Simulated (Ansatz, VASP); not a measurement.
# C: VASP beside Ansatz

```
CELL_PARAMETERS angstrom
2.46653 0.00000 0.00000
-1.23327 2.13608 0.00000
0.00000 0.00000 8.76823
ATOMIC_POSITIONS crystal
C 0.00000 0.00000 0.00250
C 0.00000 0.00000 0.50250
C 0.33333 0.66667 0.00250
C 0.66667 0.33333 0.50250
```

Change from the starting cell: strain +0.0300 x Voigt [0, 0, 1, 0, 0, 0], atoms carried along.

Alike in both runs: task single point; functional PBE; k mesh 24 × 24 × 6; occupations gaussian, width 0.15 eV; no spin polarisation.

|  | VASP | Ansatz |
| --- | --- | --- |
| version | VASP 6.6.1 | Ansatz 0.2.0 |
| potentials or method | VASP PAW PBE potentials, release 64 (C), cutoff 520 eV | scalar-relativistic, plane waves, PAW |
| valence electrons in the cell | 16 | 16 |

```csv
,VASP,Ansatz,Ansatz less VASP
gap on the k mesh at the Fermi level (eV),none,none,-
pressure (GPa),0.3,0.0,-0.34
"traceless stress, the component that is largest in VASP (GPa)",-0.40,0.01,+0.403
```

A gap of «none» marks a metal or a gap that the smearing closes.
